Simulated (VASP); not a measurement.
TiC, 2 atoms in the cell. It takes space group P-6m2 (No. 187, hexagonal). The conventional cell has a = 3.053 Å, b = 3.053 Å, c = 2.684 Å, α = 90.00°, β = 90.00°, γ = 120.00°. Within 2.9 Å of Ti (site symmetry -6m2) lie 6 C at 2.22 Å and 2 Ti at 2.68 Å. C (site symmetry -6m2) has 6 Ti at 2.22 Å and 2 C at 2.68 Å within 2.9 Å. 

* Program: VASP 6.6.1
* Task: relaxation of cell and atoms
* Functional: PBE
* Potentials or basis: VASP PAW PBE potentials, release 64 (Ti_sv, C)
* Cutoff: 600 eV
* k mesh: 12 × 12 × 14
* Occupations: gaussian, width 0.01 eV
* Spin: no spin polarisation
* Dipole correction: no
* Further INCAR settings: ALGO = Normal; EDIFF = 1e-06; IBRION = 2; EDIFFG = -0.01; NSW = 100; ISIF = 3

Potentials or basis: VASP PAW PBE potentials, release 64 (Ti_sv, C).

Launch:

```bash
$ cat potpaw_PBE.64/Ti_sv/POTCAR potpaw_PBE.64/C/POTCAR > POTCAR
$ mpirun -np 1 vasp_std > vasp.out
```

Hardware: 1 thread of AMD EPYC 9R14 (Zen 4), with other jobs on the host.

Question: Estimate the wall time of this run.

Answer: Run time: 93 s on 1 thread of AMD EPYC 9R14 (Zen 4) (shared host), peak memory 0.15 GiB. Counts: scf iterations 52, k points 152, ion steps 9.
